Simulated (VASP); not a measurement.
Wanted: the native input for a VASP 6.6.1 run.

```
Task                   : relaxation of cell and atoms
Functional             : LDA
Potentials or basis    : VASP PAW LDA potentials, release 64 (Rb_sv)
Cutoff                 : 600 eV
k mesh                 : 10 × 10 × 10
Occupations            : fermi-dirac, width 0.1 eV
Spin                   : no spin polarisation
Target pressure        : 11 GPa
Dipole correction      : no
Further INCAR settings : ALGO = Normal; EDIFF = 1e-07; IBRION = 2; EDIFFG = -0.005; NSW = 32; ISIF = 3
```

The structure of Rb lies in POSCAR:

```
Rb
1.0
    0.0000000000      3.3060692979      3.3060692979
    3.3060692979      0.0000000000      3.3060692979
    3.3060692979      3.3060692979      0.0000000000
Rb
2
Direct
   -0.1250000000     -0.1250000000     -0.1250000000
    0.1250000000      0.1250000000      0.1250000000
```

This isn't the form of Rb at room conditions, which is bcc.

These files were run (other wordings do the same):

INCAR

```
SYSTEM = Rb
PREC = Accurate
ENCUT = 600
EDIFF = 1E-7
ISMEAR = -1
SIGMA = 0.1
LREAL = .FALSE.
LASPH = .TRUE.
NELM = 100
ALGO = Normal
ISIF = 3
LWAVE = .FALSE.
LCHARG = .FALSE.
IBRION = 2
NSW = 32
EDIFFG = -0.005
PSTRESS = 110.0
```

KPOINTS

```
regular mesh
0
G
  10 10 10
  0 0 0
```

Potentials or basis: VASP PAW LDA potentials, release 64 (Rb_sv).

The run is started by

```console
$ cat potpaw_LDA.64/Rb_sv/POTCAR > POTCAR
$ mpirun -np 1 vasp_std > vasp.out
```

Results of the run:

```yaml
Relaxed_volume: 36.36 Å³/atom
Relaxed_cell: a = 4.685 Å, b = 4.685 Å, c = 4.685 Å, α = 60.00°, β = 60.00°, γ = 60.00°
Space_group_after_relaxing_to_0.1_Å: Fd-3m (No. 227)
Energy_change_on_relaxing_the_run_minimises_the_enthalpy: -15.5 meV/atom
Ionic_steps: 3
Pressure_after_relaxing: 11.0 GPa
Band_gap_on_the_k_mesh: zero (bands 9 and 10 overlap by 0.38 eV)
```

Caveat: the cell is relaxed towards a set pressure, so the run minimises the enthalpy, not the energy.

Run time: 50 s on 1 thread of Intel(R) Xeon(R) 6975P-C (Granite Rapids), on a shared host, peak memory 0.21 GiB.
